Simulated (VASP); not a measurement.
# Ir (Fm-3m) in VASP: further runs

Ir is run at these levels: PBEsol; tasks: single point.

Everything below comes from runs of VASP 6.6.1. Logs are shortened: lines on timing, memory, paths and dates and some standing lists are left out, and cuts for length are marked.

### Step 1. The cell of the first run

Symmetry: Fm-3m, No. 225, cubic system. The conventional cell has a = 3.831 Å, b = 3.831 Å, c = 3.831 Å, α = 90.00°, β = 90.00°, γ = 90.00°. Ir (site symmetry m-3m) has 12 Ir at 2.71 Å within 3.6 Å.

### Step 2. Single point, PBEsol

INCAR

```
SYSTEM = Ir
PREC = Accurate
ENCUT = 520
EDIFF = 1E-6
ISMEAR = -1
SIGMA = 0.05
LREAL = .False.
LASPH = .True.
NELM = 100
ALGO = Normal
ISIF = 2
LWAVE = .False.
LCHARG = .True.
GGA = PS
LELF = .True.
LVHAR = .True.
NBANDS = 10
```

KPOINTS

```
regular mesh
0
Gamma
  16 16 16
  0 0 0
```

POSCAR

```
Ir
1.0
    0.0000000000      1.9156000000      1.9156000000
    1.9156000000      0.0000000000      1.9156000000
    1.9156000000      1.9156000000      0.0000000000
Ir
1
Direct
    0.0000000000      0.0000000000      0.0000000000
```

Potentials or basis: VASP PAW PBE potentials, release 64 (Ir).

Command:

```console
$ cat potpaw_PBE.64/Ir/POTCAR > POTCAR
$ mpirun -np 1 vasp_std > vasp.out
```

OUTCAR:

```text
SYSTEM = Ir
   PREC = Accurate
   ENCUT = 520
   EDIFF = 1E-6
   ISMEAR = -1
   LREAL = .False.
   LASPH = .True.
   NELM = 100
   ISIF = 2
   GGA = PS

 ion  position               nearest neighbor table
   1  0.000  0.000  0.000-

  LATTYP: Found a face centered cubic cell.
 ALAT       =     3.8312000000

  Lattice vectors:

 A1 = (   0.0000000000,   1.9156000000,   1.9156000000)
 A2 = (   1.9156000000,   0.0000000000,   1.9156000000)
 A3 = (   1.9156000000,   1.9156000000,   0.0000000000)

Analysis of symmetry for initial positions (statically):
=====================================================================
 Subroutine PRICEL returns:
 Original cell was already a primitive cell.

 Routine SETGRP: Setting up the symmetry group for a
 face centered cubic supercell.

 Subroutine GETGRP returns: Found 48 space group operations
 (whereof 48 operations were pure point group operations)
 out of a pool of 48 trial point group operations.

The static configuration has the point symmetry O_h .

Analysis of symmetry for dynamics (positions and initial velocities):
=====================================================================
 Subroutine PRICEL returns:
 Original cell was already a primitive cell.

 Routine SETGRP: Setting up the symmetry group for a
 face centered cubic supercell.

 Subroutine GETGRP returns: Found 48 space group operations
 (whereof 48 operations were pure point group operations)
 out of a pool of 48 trial point group operations.

The dynamic configuration has the point symmetry O_h .

 Subroutine INISYM returns: Found 48 space group operations
 (whereof 48 operations are pure point group operations),
 and found     1 'primitive' translations

----------------------------------------------------------------------------------------

                                     Primitive cell

  volume of cell :      14.0587

  direct lattice vectors                    reciprocal lattice vectors
     0.000000000  1.915600000  1.915600000    -0.261014826  0.261014826  0.261014826
     1.915600000  0.000000000  1.915600000     0.261014826 -0.261014826  0.261014826
     1.915600000  1.915600000  0.000000000     0.261014826  0.261014826 -0.261014826

  length of vectors
     2.709067500  2.709067500  2.709067500     0.452090940  0.452090940  0.452090940

  position of ions in fractional coordinates (direct lattice)
     0.000000000  0.000000000  0.000000000

  ion indices of the primitive-cell ions
   primitive index   ion index
                 1           1

----------------------------------------------------------------------------------------

 KPOINTS: regular mesh

Automatic generation of k-mesh.
 Grid dimensions read from file:
 generate k-points for:   16   16   16

 Generating k-lattice:

  Cartesian coordinates                     Fractional coordinates (reciprocal lattice)
    -0.016313427  0.016313427  0.016313427     0.062500000  0.000000000  0.000000000
     0.016313427 -0.016313427  0.016313427     0.000000000  0.062500000  0.000000000
     0.016313427  0.016313427 -0.016313427     0.000000000  0.000000000  0.062500000

  Length of vectors
     0.028255684  0.028255684  0.028255684

  Shift w.r.t. Gamma in fractional coordinates (k-lattice)
     0.000000000  0.000000000  0.000000000

 Subroutine IBZKPT returns following result:
 ===========================================

 Found    145 irreducible k-points:

 Following reciprocal coordinates:
            Coordinates               Weight
  0.000000  0.000000  0.000000      1.000000
  0.062500  0.000000  0.000000      8.000000
  0.125000  0.000000  0.000000      8.000000
  0.187500  0.000000  0.000000      8.000000
  0.250000  0.000000  0.000000      8.000000
  0.312500  0.000000  0.000000      8.000000
[... 16 lines left out ...]
 -0.125000  0.062500  0.000000     24.000000
 -0.062500  0.062500  0.000000     12.000000
 [... further k-points ...]
   k-points           NKPTS =    145   k-points in BZ     NKDIM =    145   number of bands    NBANDS=     10
   number of dos      NEDOS =    301   number of ions     NIONS =      1
   total plane-waves  NPLWV =   8000
   dimension x,y,z NGX =    20 NGY =   20 NGZ =   20
   dimension x,y,z NGXF=    40 NGYF=   40 NGZF=   40
   ions per type =               1
   NGX,Y,Z   is equivalent  to a cutoff of  12.27, 12.27, 12.27 a.u.
   NGXF,Y,Z  is equivalent  to a cutoff of  24.55, 24.55, 24.55 a.u.
 SYSTEM =  Ir
   PREC   = accura    normal or accurate (medium, high low for compatibility)
   ISTART =      0    job   : 0-new  1-cont  2-samecut
   ICHARG =      2    charge: 1-file 2-atom 10-const
   ISPIN  =      1    spin polarized calculation?
   LNONCOLLINEAR =      F non collinear calculations
   LSORBIT =      F    spin-orbit coupling
   LASPH  =      T    aspherical Exc in radial PAW
   ENCUT  =  520.0 eV  38.22 Ry    6.18 a.u.   5.04  5.04  5.04*2*pi/ulx,y,z
   NELM   =    100;   NELMIN=  2; NELMDL= -5     # of ELM steps
   EDIFF  = 0.1E-05   stopping-criterion for ELM
   LREAL  =      F    real-space projection
   EDIFFG = 0.1E-04   stopping-criterion for IOM
   NSW    =      0    number of steps for IOM
   IBRION =     -1    ionic relax: 0-MD 1-quasi-New 2-CG
   NFREE  =      0    steps in history (QN), initial steepest desc. (CG)
   ISIF   =      2    stress and relaxation
   ISYM   =      2    0-nonsym 1-usesym 2-fastsym
   POTIM  = 0.5000    time-step for ionic-motion
   TEBEG  =    0.0;   TEEND  =   0.0 temperature during run
   PSTRESS=    0.0 pullay stress
   NELECT =       9.0000    total number of electrons
   NUPDOWN=      -1.0000    fix difference up-down
   EMIN   =  10.00;   EMAX   =-10.00  energy-range for DOS
   EFERMI =   0.00;   METHOD = LEGACY
   ISMEAR =    -1;   SIGMA  =   0.05  broadening in eV -4-tet -1-fermi 0-gaus
   EFERMI_NEDOS =   21; number of points for ismear=-14 and -15
   IALGO  =     38    algorithm
   IMIX   =      4    mixing-type and parameters
     AMIX     =   0.40;   BMIX     =  1.00
     AMIX_MAG =   1.60;   BMIX_MAG =  1.00
  volume/ion in A,a.u.               =      14.06        94.87
  Fermi-wavevector in a.u.,A,eV,Ry     =   1.410937  2.666284 27.085691  1.990742
  Thomas-Fermi vector in A             =   2.532839
   LORBIT       =      0    0 simple, 1 ext, 2 COOP (PROOUT), +10 PAW based schemes
   GGA     = PS    functional components
   LHFCALC =     F    Hartree Fock is set to
   AEXX    =    0.0000 exact exchange contribution
   IVDW    =     0    specifies the selected vdW correction
   LEPSILON=     F    determine dielectric tensor
   LRPA    =     F    only Hartree local field effects (RPA)
 non-spin polarized calculation
  energy-cutoff  :      520.00
  volume of cell :       14.06
 maximum number of plane-waves:       391
   NGX =  9   NGY =  9   NGZ =  9

 number of electron       9.0000000 magnetization

 Free energy of the ion-electron system (eV)
  ---------------------------------------------------
  ext. energy  EPLUGINS =         0.00000000
  ---------------------------------------------------
  free energy    TOTEN  =        -9.81459730 eV

  energy without entropy =       -9.80436706  energy(sigma->0) =       -9.80948218

 E-fermi :  10.3558     XC(G=0): -14.1375

 val. band max:       10.3500221063   @ k =   0.3750   0.0625   0.0000
 cond. band min:      10.3570771680   @ k =   0.3125   0.2500   0.0625
 fundamental gap:      0.0070550617
 Fermi energy:        10.3558270942

 k-point     1 :       0.0000    0.0000    0.0000
  band No.  band energies     occupation
      1      -0.9037      2.00000
      2       6.4184      2.00000
      3       6.4184      2.00000
      4       6.4184      2.00000
      5       9.1631      2.00000
      6       9.1631      2.00000
      7      24.6597      0.00000
      8      30.2727      0.00000
      9      30.2727      0.00000
     10      30.2727      0.00000

 k-point     2 :       0.0625    0.0000    0.0000
  band No.  band energies     occupation
      1      -0.7287      2.00000
      2       6.3240      2.00000
      3       6.4947      2.00000
      4       6.4947      2.00000
      5       9.1133      2.00000
      6       9.1133      2.00000
      7      24.9639      0.00000
      8      29.3540      0.00000
      9      30.5619      0.00000
     10      30.5619      0.00000

 k-point     3 :       0.1250    0.0000    0.0000
  band No.  band energies     occupation
      1      -0.2268      2.00000
      2       6.0928      2.00000
      3       6.6860      2.00000
      4       6.6860      2.00000
      5       9.0165      2.00000
      6       9.0165      2.00000
      7      25.7745      0.00000
      8      27.6685      0.00000
      9      31.3958      0.00000
     10      31.3958      0.00000

 k-point     4 :       0.1875    0.0000    0.0000
  band No.  band energies     occupation
      1       0.5188      2.00000
      2       5.8701      2.00000
      3       6.8647      2.00000
      4       6.8647      2.00000
      5       9.0315      2.00000
      6       9.0315      2.00000
      7      25.8309      0.00000
      8      26.8549      0.00000
      9      32.6716      0.00000
     10      32.6716      0.00000

 k-point     5 :       0.2500    0.0000    0.0000
  band No.  band energies     occupation
      1       1.3220      2.00000
      2       5.8937      2.00000
      3       6.8704      2.00000
      4       6.8704      2.00000
      5       9.3399      2.00000
      6       9.3399      2.00000
      7      24.1327      0.00000
      8      27.1567      0.00000
      9      34.1112      0.00000
     10      34.1115      0.00000

 k-point     6 :       0.3125    0.0000    0.0000
  band No.  band energies     occupation
      1       1.8967      2.00000
      2       6.4550      2.00000
      3       6.7125      2.00000
      4       6.7125      2.00000
      5       9.9171      1.99969
      6       9.9171      1.99969
      7      22.3006      0.00000
      8      26.2678      0.00000
      9      33.6150      0.00000
     10      33.6150      0.00000

 k-point     7 :       0.3750    0.0000    0.0000
  band No.  band energies     occupation
      1       2.1208      2.00000
      2       6.5166      2.00000
      3       6.5166      2.00000
      4       7.5952      2.00000
      5      10.5680      0.02829
      6      10.5680      0.02828
      7      20.2956      0.00000
      8      25.1382      0.00000
      9      31.8548      0.00000
     10      31.8548      0.00000

 k-point     8 :       0.4375    0.0000    0.0000
  band No.  band energies     occupation
      1       2.1528      2.00000
      2       6.3714      2.00000
      3       6.3714      2.00000
      4       8.8871      2.00000
      5      11.0806      0.00000
      6      11.0806      0.00000
      7      18.4682      0.00000
      8      24.4227      0.00000
      9      30.6135      0.00000
     10      30.6135      0.00000

 k-point     9 :       0.5000    0.0000    0.0000
  band No.  band energies     occupation
      1       2.1473      2.00000
      2       6.3190      2.00000
      3       6.3190      2.00000
      4       9.5196      2.00000
      5      11.2766      0.00000
      6      11.2766      0.00000
      7      17.6501      0.00000
      8      24.1893      0.00000
      9      30.1704      0.00000
     10      30.1704      0.00000
[... 118 lines left out ...]
 k-point    19 :      -0.3750    0.0625    0.0000
  band No.  band energies     occupation
      1       2.2963      2.00000
      2       6.3584      2.00000
      3       6.5581      2.00000
      4       7.6906      2.00000
      5      10.4467      0.27952
      6      11.4615      0.00000
      7      19.6502      0.00000
      8      25.0985      0.00000
      9      30.2183      0.00000
     10      31.9251      0.00000

 k-point    20 :      -0.3125    0.0625    0.0000
  band No.  band energies     occupation
      1       2.1630      2.00000
      2       6.4850      2.00000
      3       6.6381      2.00000
      4       6.7437      2.00000
      5       9.7199      1.99999
      6      10.7819      0.00040
      7      21.7312      0.00000
      8      26.0593      0.00000
      9      31.2653      0.00000
     10      33.9291      0.00000

 k-point    21 :      -0.2500    0.0625    0.0000
  band No.  band energies     occupation
      1       1.7051      2.00000
      2       5.8326      2.00000
      3       6.8040      2.00000
      4       6.9437      2.00000
      5       9.0464      2.00000
      6      10.0884      1.99053
      7      23.6864      0.00000
      8      27.1428      0.00000
      9      32.3109      0.00000
     10      33.4555      0.00000

 k-point    22 :      -0.1875    0.0625    0.0000
  band No.  band energies     occupation
      1       0.9391      2.00000
      2       5.7009      2.00000
      3       6.9196      2.00000
      4       7.0042      2.00000
      5       8.6586      2.00000
      6       9.5497      2.00000
      7      25.4200      0.00000
      8      27.2733      0.00000
      9      31.7898      0.00000
     10      34.2935      0.00000

 k-point    23 :      -0.1250    0.0625    0.0000
  band No.  band energies     occupation
      1       0.1478      2.00000
      2       5.8914      2.00000
      3       6.8267      2.00000
      4       6.8483      2.00000
      5       8.6795      2.00000
      6       9.2759      2.00000
      7      26.3421      0.00000
      8      27.1018      0.00000
      9      30.9177      0.00000
     10      32.5368      0.00000

 k-point    24 :      -0.0625    0.0625    0.0000
  band No.  band energies     occupation
      1      -0.4435      2.00000
      2       6.1538      2.00000
      3       6.6009      2.00000
      4       6.6542      2.00000
      5       8.9009      2.00000
      6       9.1887      2.00000
      7      25.4455      0.00000
      8      28.5285      0.00000
      9      30.4519      0.00000
     10      31.3036      0.00000

 [... further k-points ...]
[... 5 lines left out ...]
  --------------------------------------------------------------------------------------
  -------------------------------------------------------------------------------------
  Total        0.0902303      0.0902303      0.0902303      0.0000000     -0.0000000      0.0000000
  in kB       10.2829740     10.2829740     10.2829740      0.0000000     -0.0000000      0.0000000
  external PRESSURE =      10.2829740 kB  Pullay stress =       0.0000000 kB

 VOLUME and BASIS-vectors are now :
 -----------------------------------------------------------------------------
  energy-cutoff  :      520.00
  volume of cell :       14.06
      direct lattice vectors                 reciprocal lattice vectors
     0.000000000  1.915600000  1.915600000    -0.261014826  0.261014826  0.261014826
     1.915600000  0.000000000  1.915600000     0.261014826 -0.261014826  0.261014826
     1.915600000  1.915600000  0.000000000     0.261014826  0.261014826 -0.261014826

 POSITION                                       TOTAL-FORCE (eV/Angst)
 -----------------------------------------------------------------------------------
      0.00000      0.00000      0.00000         0.000000      0.000000     -0.000000
 -----------------------------------------------------------------------------------
    total drift:                                0.000000      0.000000     -0.000000

  FREE ENERGIE OF THE ION-ELECTRON SYSTEM (eV)
  ---------------------------------------------------
  free  energy   TOTEN  =        -9.8145973044 eV

  energy  without entropy=       -9.8043670553  energy(sigma->0) =       -9.80948218
```

Wall time 8.5 s (1 thread of Intel Xeon 6975P-C (Granite Rapids), shared host); peak memory 0.14 GiB.

Results:

| Quantity | Value |
| --- | --- |
| Free energy | -9.8146 eV |
| Pressure | 1.0 GPa |

Levels at points of the mesh, in eV from the Fermi level:
```csv
k point,band 2,band 3,band 4,band 5,band 6,band 7
"(0.00, 0.00, 0.00)",-3.94,-3.94,-3.94,-1.19,-1.19,14.30
"(0.50, 0.00, 0.00)",-4.04,-4.04,-0.84,0.92,0.92,7.29
"(0.50, 0.50, 0.00)",-7.43,0.90,1.50,1.50,1.64,10.55
```

Caveat: the PAW data sets were made with another functional, which shifts forces and pressure a little; spin-orbit coupling is left out, which moves the levels of the heavy elements.

### Step 3. Single point, PBEsol

INCAR

```
  PREC = Accurate
  ENCUT = 520
  EDIFF = 1E-7
  ISMEAR = -1
  SIGMA = 0.05
  LREAL = F
  LASPH = T
  NELM = 80
  ALGO = Normal
  ISIF = 2
  LWAVE = F
  LCHARG = T
  GGA = PS
  LELF = T
  LVHAR = T
  ISYM = 0
  NBANDS = 10
```

KPOINTS

```
Automatic mesh
0
Gamma
  16 16 16
  0.5 0.5 0.5
```

POSCAR is that of step 2.

Potentials or basis: VASP PAW PBE potentials, release 64 (Ir).

Command:

```console
$ cat potpaw_PBE.64/Ir/POTCAR > POTCAR
$ mpirun -np 1 vasp_std > vasp.out
```

It took 5.9 min on 1 thread of Intel Xeon 6975P-C (Granite Rapids), shared host; peak memory 1.2 GiB.

It converged, with:

```
Free energy : -9.8230 eV
Pressure    : 0.8 GPa
```

Levels at points of the mesh, in eV from the Fermi level:
```tsv
k point	band 2	band 3	band 4	band 5	band 6	band 7
(0.03, 0.03, 0.03)	-3.95	-3.91	-3.91	-1.20	-1.20	14.40
```

Caveat: the PAW data sets were made with another functional, which shifts forces and pressure a little; spin-orbit coupling is left out, which moves the levels of the heavy elements.

### Step 4. Single point, PBEsol

INCAR

```
SYSTEM = Ir
PREC = Accurate
ENCUT = 500
EDIFF = 1E-6
ISMEAR = -1
SIGMA = 0.05
LREAL = .False.
LASPH = .True.
NELM = 120
ALGO = Normal
ISIF = 2
LWAVE = .False.
LCHARG = .True.
GGA = PS
LELF = .True.
LVHAR = .True.
NBANDS = 14
GGA_COMPAT = .False.
```

KPOINTS

```
regular mesh
0
Gamma
  16 16 16
  0 0 0
```

POSCAR is that of step 3.

Potentials or basis: VASP PAW PBE potentials, release 64 (Ir_sv_GW).

Command:

```console
$ cat potpaw_PBE.64/Ir_sv_GW/POTCAR > POTCAR
$ mpirun -np 1 vasp_std > vasp.out
```

It took 22 s on 1 thread of AMD EPYC 7R13 (Zen 3), shared host; peak memory 0.12 GiB.

The run converged. Its results:

| Quantity | Value |
| --- | --- |
| Free energy | -10.3895 eV |
| Pressure | -3.3 GPa |

Levels at points of the mesh, in eV from the Fermi level:
```
           k point  band 6  band 7  band 8  band 9  band 10  band 11
(0.00, 0.00, 0.00)   -3.93   -3.93   -3.93   -1.19    -1.19    13.57
(0.50, 0.00, 0.00)   -4.03   -4.03   -0.82    0.93     0.93     7.32
(0.50, 0.50, 0.00)   -7.42    0.91    1.51    1.51     1.65    10.59
```

Caveat: the PAW data sets were made with another functional, which shifts forces and pressure a little; spin-orbit coupling is left out, which moves the levels of the heavy elements.

### Step 5. Overview

```csv
potentials or basis,k mesh,cutoff (eV),second run,gap on the mesh (eV),pressure (GPa)
"VASP PAW PBE potentials, release 64 (Ir)",16 × 16 × 16,520,-,none,1.0
"VASP PAW PBE potentials, release 64 (Ir)","16 × 16 × 16, shifted",520,-,none,0.8
"VASP PAW PBE potentials, release 64 (Ir_sv_GW)",16 × 16 × 16,500,valence_matched,none,-3.3
```

Alike in all rows: task single point; level PBEsol; no spin polarisation; cell as given; smearing fermi-dirac 0.05 eV.

Caveats: the PAW data sets were made with another functional, which shifts forces and pressure a little; spin-orbit coupling is left out, which moves the levels of the heavy elements.

Absolute energies hang on the potentials; compare differences alone.
